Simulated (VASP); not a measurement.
# MgO (I4/mmm) in VASP: further runs

MgO is run at these levels: PBEsol; tasks: single point.

All numbers are computed with VASP 6.6.1; they aren't measurements. Logs are shortened: lines on timing, memory, paths and dates and some standing lists are left out, and cuts for length are marked.

## Step 1: The cell of the first run

It takes space group I4/mmm (No. 139, tetragonal). The conventional cell has a = 3.020 Å, b = 3.020 Å, c = 4.014 Å, α = 90.00°, β = 90.00°, γ = 90.00°. Mg (site symmetry 4/mmm) has 6 O at 2.01 to 2.14 Å within 2.7 Å. Within 2.7 Å of O (site symmetry 4/mmm) lie 6 Mg at 2.01 to 2.14 Å.

## Step 2: Single point, PBEsol (strain -0.0600 x Voigt [1, 0, 0, 0, 0, 0])

INCAR

```
SYSTEM = MgO
PREC = Accurate
ENCUT = 520
EDIFF = 1E-7
ISMEAR = 0
SIGMA = 0.05
LREAL = .False.
LASPH = .True.
NELM = 100
ALGO = Normal
ISIF = 2
LWAVE = .False.
LCHARG = .False.
GGA = PS
NBANDS = 11
```

KPOINTS

```
regular mesh
0
Gamma
  10 10 10
  0 0 0
```

POSCAR

```
MgO
1.0
    0.0000000000      2.1351500000      2.1351500000
    2.0070410000      0.0000000000      2.1351500000
    2.0070410000      2.1351500000      0.0000000000
Mg O
1 1
Direct
    0.0000000000      0.0000000000      0.0000000000
    0.5000000000      0.5000000000      0.5000000000
```

Potentials or basis: VASP PAW PBE potentials, release 64 (Mg, O).

Launch:

```bash
$ cat potpaw_PBE.64/Mg/POTCAR potpaw_PBE.64/O/POTCAR > POTCAR
$ mpirun -np 1 vasp_std > vasp.out
```

OUTCAR:

```text
SYSTEM = MgO
   PREC = Accurate
   ENCUT = 520
   EDIFF = 1E-7
   ISMEAR = 0
   LREAL = .False.
   LASPH = .True.
   NELM = 100
   ISIF = 2
   GGA = PS

 ion  position               nearest neighbor table
   1  0.000  0.000  0.000-   2 2.01   2 2.01   2 2.14   2 2.14   2 2.14   2 2.14
   2  0.500  0.500  0.500-   1 2.01   1 2.01   1 2.14   1 2.14   1 2.14   1 2.14

  LATTYP: Found a body centered tetragonal cell.
 ALAT       =     3.0195580877
 C/A-ratio  =     1.3293607486

  Lattice vectors:

 A1 = (  -2.0070410000,   0.0000000000,  -2.1351500000)
 A2 = (  -2.0070410000,   0.0000000000,   2.1351500000)
 A3 = (   2.0070410000,   2.1351500000,   0.0000000000)

Analysis of symmetry for initial positions (statically):
=====================================================================
 Subroutine PRICEL returns:
 Original cell was already a primitive cell.

 Routine SETGRP: Setting up the symmetry group for a
 body centered tetragonal supercell.

 Subroutine GETGRP returns: Found 16 space group operations
 (whereof 16 operations were pure point group operations)
 out of a pool of 16 trial point group operations.

The static configuration has the point symmetry D_4h.

Analysis of symmetry for dynamics (positions and initial velocities):
=====================================================================
 Subroutine PRICEL returns:
 Original cell was already a primitive cell.

 Routine SETGRP: Setting up the symmetry group for a
 body centered tetragonal supercell.

 Subroutine GETGRP returns: Found 16 space group operations
 (whereof 16 operations were pure point group operations)
 out of a pool of 16 trial point group operations.

The dynamic configuration has the point symmetry D_4h.

 Subroutine INISYM returns: Found 16 space group operations
 (whereof 16 operations are pure point group operations),
 and found     1 'primitive' translations

----------------------------------------------------------------------------------------

                                     Primitive cell

  volume of cell :      18.2997

  direct lattice vectors                    reciprocal lattice vectors
     0.000000000  2.135150000  2.135150000    -0.249122963  0.234175585  0.234175585
     2.007041000  0.000000000  2.135150000     0.249122963 -0.234175585  0.234175585
     2.007041000  2.135150000  0.000000000     0.249122963  0.234175585 -0.234175585

  length of vectors
     3.019558088  2.930371836  2.930371836     0.414413633  0.414413633  0.414413633

  position of ions in fractional coordinates (direct lattice)
[... 83 lines left out ...]
   IBRION =     -1    ionic relax: 0-MD 1-quasi-New 2-CG
   NFREE  =      0    steps in history (QN), initial steepest desc. (CG)
   ISIF   =      2    stress and relaxation
   ISYM   =      2    0-nonsym 1-usesym 2-fastsym
   POTIM  = 0.5000    time-step for ionic-motion
   TEBEG  =    0.0;   TEEND  =   0.0 temperature during run
   PSTRESS=    0.0 pullay stress
   NELECT =       8.0000    total number of electrons
   NUPDOWN=      -1.0000    fix difference up-down
   EMIN   =  10.00;   EMAX   =-10.00  energy-range for DOS
   EFERMI =   0.00;   METHOD = LEGACY
   ISMEAR =     0;   SIGMA  =   0.05  broadening in eV -4-tet -1-fermi 0-gaus
   EFERMI_NEDOS =   21; number of points for ismear=-14 and -15
   IALGO  =     38    algorithm
   IMIX   =      4    mixing-type and parameters
     AMIX     =   0.40;   BMIX     =  1.00
     AMIX_MAG =   1.60;   BMIX_MAG =  1.00
  volume/ion in A,a.u.               =       9.15        61.75
  Fermi-wavevector in a.u.,A,eV,Ry     =   1.242483  2.347953 21.004187  1.543764
  Thomas-Fermi vector in A             =   2.376836
   LORBIT       =      0    0 simple, 1 ext, 2 COOP (PROOUT), +10 PAW based schemes
   GGA     = PS    functional components
   LHFCALC =     F    Hartree Fock is set to
   AEXX    =    0.0000 exact exchange contribution
   IVDW    =     0    specifies the selected vdW correction
   LEPSILON=     F    determine dielectric tensor
   LRPA    =     F    only Hartree local field effects (RPA)
 non-spin polarized calculation
 Gauss-broadening in eV      SIGMA  =   0.05
  energy-cutoff  :      520.00
  volume of cell :       18.30
 maximum number of plane-waves:       515
   NGX = 11   NGY = 11   NGZ = 11

 number of electron       8.0000004 magnetization

 Free energy of the ion-electron system (eV)
  ---------------------------------------------------
  ext. energy  EPLUGINS =         0.00000000
  ---------------------------------------------------
  free energy    TOTEN  =       -12.47203168 eV

  energy without entropy =      -12.47203168  energy(sigma->0) =      -12.47203168

 E-fermi :   3.5436     XC(G=0): -11.4049

 val. band max:        3.2633874278   @ k =   0.0000   0.0000   0.0000
 cond. band min:       8.0261113079   @ k =   0.0000   0.0000   0.0000
 fundamental gap:      4.7627238801
 Fermi energy:         3.5435629994

 k-point     1 :       0.0000    0.0000    0.0000
  band No.  band energies     occupation
      1     -14.1012      2.00000
      2       3.1179      2.00000
      3       3.2634      2.00000
      4       3.2634      2.00000
      5       8.0261      0.00000
      6      18.7947      0.00000
      7      18.7947      0.00000
      8      19.4516      0.00000
      9      22.9198      0.00000
     10      23.7596      0.00000
     11      25.8947      0.00000
[... 309 lines left out ...]
 k-point    24 :       0.4000    0.3000    0.0000
  band No.  band energies     occupation
      1     -12.8361      2.00000
      2      -0.5000      2.00000
      3       1.8459      2.00000
      4       2.2393      2.00000
      5      12.8999      0.00000
      6      13.4878      0.00000
      7      16.6581      0.00000
      8      21.4394      0.00000
      9      22.2790      0.00000
     10      28.3120      0.00000
     11      30.3659      0.00000

 [... further k-points ...]
[... 5 lines left out ...]
  --------------------------------------------------------------------------------------
  -------------------------------------------------------------------------------------
  Total        1.7578075     -0.0905042     -0.0905042     -0.0000000      0.0000000     -0.0000000
  in kB      153.9000881     -7.9238528     -7.9238528     -0.0000000      0.0000000     -0.0000000
  external PRESSURE =      46.0174609 kB  Pullay stress =       0.0000000 kB

 VOLUME and BASIS-vectors are now :
 -----------------------------------------------------------------------------
  energy-cutoff  :      520.00
  volume of cell :       18.30
      direct lattice vectors                 reciprocal lattice vectors
     0.000000000  2.135150000  2.135150000    -0.249122963  0.234175585  0.234175585
     2.007041000  0.000000000  2.135150000     0.249122963 -0.234175585  0.234175585
     2.007041000  2.135150000  0.000000000     0.249122963  0.234175585 -0.234175585

 POSITION                                       TOTAL-FORCE (eV/Angst)
 -----------------------------------------------------------------------------------
      0.00000      0.00000      0.00000         0.000000      0.000000     -0.000000
      2.00704      2.13515      2.13515        -0.000000     -0.000000      0.000000
 -----------------------------------------------------------------------------------
    total drift:                               -0.000000     -0.000000      0.000000

  FREE ENERGIE OF THE ION-ELECTRON SYSTEM (eV)
  ---------------------------------------------------
  free  energy   TOTEN  =       -12.4720316783 eV

  energy  without entropy=      -12.4720316783  energy(sigma->0) =      -12.47203168
```

Run time: 9.7 s. Hardware: 1 thread of Intel Xeon Platinum 8488C (Sapphire Rapids), shared host; peak memory 0.15 GiB.

What came out:

| Quantity | Value |
| --- | --- |
| Free energy | -12.4720 eV |
| Pressure | 4.6 GPa |
| Band gap on the k mesh | 4.76 eV, direct |

Caveat: the cell differs from its parent crystal (strain -0.0600 x Voigt [1, 0, 0, 0, 0, 0]); the PAW data sets were made with another functional, which shifts forces and pressure a little.

## Step 3: Single point, PBEsol (strain -0.0450 x Voigt [1, 0, 0, 0, 0, 0])

INCAR

```
ALGO = Normal
EDIFF = 1E-7
ENCUT = 520
GGA = PS
ISIF = 2
ISMEAR = 0
LASPH = T
LCHARG = F
LREAL = F
LWAVE = F
NBANDS = 11
NELM = 60
PREC = Accurate
SIGMA = 0.05
```

KPOINTS

```
k-points
0
Gamma
  10 10 10
```

POSCAR

```
MgO
1.0
    0.0000000000      2.1351500000      2.1351500000
    2.0390682500      0.0000000000      2.1351500000
    2.0390682500      2.1351500000      0.0000000000
Mg O
1 1
Direct
    0.0000000000      0.0000000000      0.0000000000
    0.5000000000      0.5000000000      0.5000000000
```

Potentials or basis: VASP PAW PBE potentials, release 64 (Mg, O).

Launch:

```bash
$ cat potpaw_PBE.64/Mg/POTCAR potpaw_PBE.64/O/POTCAR > POTCAR
$ mpirun -np 1 vasp_std > vasp.out
```

OUTCAR:

```text
EDIFF = 1E-7
   ENCUT = 520
   GGA = PS
   ISIF = 2
   ISMEAR = 0
   LASPH = T
   LREAL = F
   NELM = 60
   PREC = Accurate

 ion  position               nearest neighbor table
   1  0.000  0.000  0.000-   2 2.04   2 2.04   2 2.14   2 2.14   2 2.14   2 2.14
   2  0.500  0.500  0.500-   1 2.04   1 2.04   1 2.14   1 2.14   1 2.14   1 2.14

  LATTYP: Found a body centered tetragonal cell.
 ALAT       =     3.0195580877
 C/A-ratio  =     1.3505739521

  Lattice vectors:

 A1 = (  -2.0390682500,   0.0000000000,  -2.1351500000)
 A2 = (  -2.0390682500,   0.0000000000,   2.1351500000)
 A3 = (   2.0390682500,   2.1351500000,   0.0000000000)

Analysis of symmetry for initial positions (statically):
=====================================================================
 Subroutine PRICEL returns:
 Original cell was already a primitive cell.

 Routine SETGRP: Setting up the symmetry group for a
 body centered tetragonal supercell.

 Subroutine GETGRP returns: Found 16 space group operations
 (whereof 16 operations were pure point group operations)
 out of a pool of 16 trial point group operations.

The static configuration has the point symmetry D_4h.

[... 164 lines left out ...]
 fundamental gap:      4.6325225530
 Fermi energy:         3.4062414413

 k-point     1 :       0.0000    0.0000    0.0000
  band No.  band energies     occupation
      1     -14.1334      2.00000
      2       3.0259      2.00000
      3       3.1346      2.00000
      4       3.1346      2.00000
      5       7.7671      0.00000
      6      18.6243      0.00000
      7      18.6243      0.00000
      8      19.1096      0.00000
      9      22.6463      0.00000
     10      23.7562      0.00000
     11      25.3125      0.00000
[... 309 lines left out ...]
 k-point    24 :       0.4000    0.3000    0.0000
  band No.  band energies     occupation
      1     -12.8919      2.00000
      2      -0.5577      2.00000
      3       1.7615      2.00000
      4       2.0938      2.00000
      5      12.6293      0.00000
      6      13.2576      0.00000
      7      16.4337      0.00000
      8      21.1534      0.00000
      9      21.7950      0.00000
     10      28.0108      0.00000
     11      29.9477      0.00000

 [... further k-points ...]
[... 5 lines left out ...]
  --------------------------------------------------------------------------------------
  -------------------------------------------------------------------------------------
  Total        0.9716630     -0.2669264     -0.2669264      0.0000000      0.0000000     -0.0000000
  in kB       83.7351307    -23.0029495    -23.0029495      0.0000000      0.0000000     -0.0000000
  external PRESSURE =      12.5764106 kB  Pullay stress =       0.0000000 kB

 VOLUME and BASIS-vectors are now :
 -----------------------------------------------------------------------------
  energy-cutoff  :      520.00
  volume of cell :       18.59
      direct lattice vectors                 reciprocal lattice vectors
     0.000000000  2.135150000  2.135150000    -0.245210036  0.234175585  0.234175585
     2.039068250  0.000000000  2.135150000     0.245210036 -0.234175585  0.234175585
     2.039068250  2.135150000  0.000000000     0.245210036  0.234175585 -0.234175585

 POSITION                                       TOTAL-FORCE (eV/Angst)
 -----------------------------------------------------------------------------------
      0.00000      0.00000      0.00000        -0.000000      0.000000     -0.000000
      2.03907      2.13515      2.13515         0.000000     -0.000000      0.000000
 -----------------------------------------------------------------------------------
    total drift:                               -0.000000     -0.000000      0.000000

  FREE ENERGIE OF THE ION-ELECTRON SYSTEM (eV)
  ---------------------------------------------------
  free  energy   TOTEN  =       -12.4938793554 eV

  energy  without entropy=      -12.4938793554  energy(sigma->0) =      -12.49387936
```

OSZICAR:

```text
N       E                     dE             d eps       ncg     rms          rms(c)
DAV:   1     0.134869888171E+02    0.13487E+02   -0.46364E+03  2516   0.643E+02
DAV:   2    -0.133241702622E+02   -0.26811E+02   -0.26082E+02  2595   0.135E+02
DAV:   3    -0.138914284362E+02   -0.56726E+00   -0.56691E+00  2705   0.174E+01
DAV:   4    -0.138926772483E+02   -0.12488E-02   -0.12488E-02  2463   0.944E-01
DAV:   5    -0.138926813227E+02   -0.40744E-05   -0.40744E-05  2640   0.525E-02    0.670E+00
DAV:   6    -0.125301378993E+02    0.13625E+01   -0.76586E+00  2358   0.151E+01    0.218E+00
DAV:   7    -0.125075950456E+02    0.22543E-01   -0.51163E-02  2484   0.203E+00    0.131E+00
DAV:   8    -0.124942828487E+02    0.13312E-01   -0.23573E-02  2346   0.175E+00    0.225E-01
DAV:   9    -0.124939655917E+02    0.31726E-03   -0.42240E-04  2637   0.144E-01    0.138E-01
DAV:  10    -0.124938777790E+02    0.87813E-04   -0.46515E-04  2511   0.159E-01    0.483E-03
DAV:  11    -0.124938789348E+02   -0.11558E-05   -0.34928E-06  2568   0.139E-02    0.301E-03
DAV:  12    -0.124938793219E+02   -0.38710E-06   -0.62946E-08  2080   0.255E-03    0.105E-03
DAV:  13    -0.124938793554E+02   -0.33499E-07   -0.57391E-08  1323   0.166E-03
   1 F= -.12493879E+02 E0= -.12493879E+02  d E =-.851448E-17
```

It took 9.6 s on 1 thread of Intel Xeon Platinum 8488C (Sapphire Rapids), shared host; peak memory 0.15 GiB.

Results:

| Property | Result |
| --- | --- |
| Free energy | -12.4939 eV |
| Pressure | 1.3 GPa |
| Band gap on the k mesh | 4.63 eV, direct |

Caveat: the cell differs from its parent crystal (strain -0.0450 x Voigt [1, 0, 0, 0, 0, 0]); the PAW data sets were made with another functional, which shifts forces and pressure a little.
